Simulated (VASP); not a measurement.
Runs of VASP 6.6.1 on Ti2Co. The structure is that of space group Fd-3m (No. 227), or close to it. The cells are those of the table. 

```tsv
spin	cell	k mesh	cutoff (eV)	smearing	second try	gap on the mesh (eV)	pressure (GPa)	moment (μB)
collinear, ferromagnetic start	a = 4.759 Å, angles 60.0°, 6 atoms	14 × 14 × 14	520	gaussian 0.1 eV	-	none	16.0	1.12
off	a = 4.917 Å, angles 60.0°, 6 atoms	10 × 10 × 10	550	gaussian 0.1 eV	not_converged	none	0.1	-
collinear, ferromagnetic start	a = 4.759 Å, angles 60.0°, 6 atoms	10 × 10 × 10	520	gaussian 0.5 eV	-	none	17.1	(b)
off	a = 5.029 Å, angles 60.0°, 6 atoms	10 × 10 × 10	550	gaussian 0.1 eV	not_converged	none	-7.5	-
off	a = 4.821 Å, angles 60.0°, 6 atoms	10 × 10 × 10	550	gaussian 0.1 eV	not_converged	none	(a)	-
off	a = 4.418 Å, angles 60.0°, 6 atoms	10 × 10 × 10	550	gaussian 0.1 eV	not_converged	none	(c)	-
```

Alike in all rows: task single point; level PBEsol; potentials or basis VASP PAW PBE potentials, release 64 (Ti_sv, Co).

Task: Estimate the missing entries.

Result: (a) 8.5; (b) 0.00; (c) 80.5.

Caveats: the PAW data sets were made with another functional, which shifts forces and pressure a little; the cell stands under pressure (at least some runs); so wide a smearing shifts energies and pressures (at least some runs); the moments typed at the start vanished in this run (at least some runs); the cell stands under tension (at least some runs).

A gap of «none» marks levels without a gap at the run's occupations.
